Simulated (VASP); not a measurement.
Runs of VASP 6.6.1 on ZrB. The structure is that of space group Fm-3m (No. 225), or close to it. The cells are those of the table. 

| cell | gap on the mesh (eV) | pressure (GPa) |
| --- | --- | --- |
| a = 3.189 Å, angles 60.0°, 2 atoms | none | 58.6 |
| a = 3.338, b = 3.338, c = 3.288 Å, angles 60.5, 60.5, 59.0°, 2 atoms | none | (b) |
| a = 3.239, b = 3.239, c = 3.288 Å, angles 59.5, 59.5, 61.0°, 2 atoms | none | 38.7 |
| a = 3.290, b = 3.290, c = 3.189 Å, angles 61.0, 61.0, 58.0°, 2 atoms | none | (a) |
| a = 3.338, b = 3.338, c = 3.387 Å, angles 59.5, 59.5, 61.0°, 2 atoms | none | 15.2 |
| a = 3.239, b = 3.239, c = 3.189 Å, angles 60.5, 60.5, 59.0°, 2 atoms | none | 48.3 |

Alike in all rows: task single point; level PBEsol; potentials or basis VASP PAW PBE potentials, release 64 (Zr_sv, B); no spin polarisation; k mesh 18 × 18 × 18; cutoff (eV) 520; smearing gaussian 0.15 eV.

Question: Fill in the values left out.

Answer: (a) 39.7; (b) 22.2.

Caveats: the PAW data sets were made with another functional, which shifts forces and pressure a little; the cell stands under pressure (at least some runs); the stress differs along the axes, from 13 to 27 GPa (at least some runs); the stress differs along the axes, from 33 to 49 GPa (at least some runs); the stress differs along the axes, from 19 to 50 GPa (at least some runs); the stress differs along the axes, from 11 to 23 GPa (at least some runs); the stress differs along the axes, from 37 to 54 GPa (at least some runs).

A k mesh can miss the band edges, and the runs leave out spin-orbit coupling on Zr.

A gap of «none» marks levels without a gap at the run's occupations.
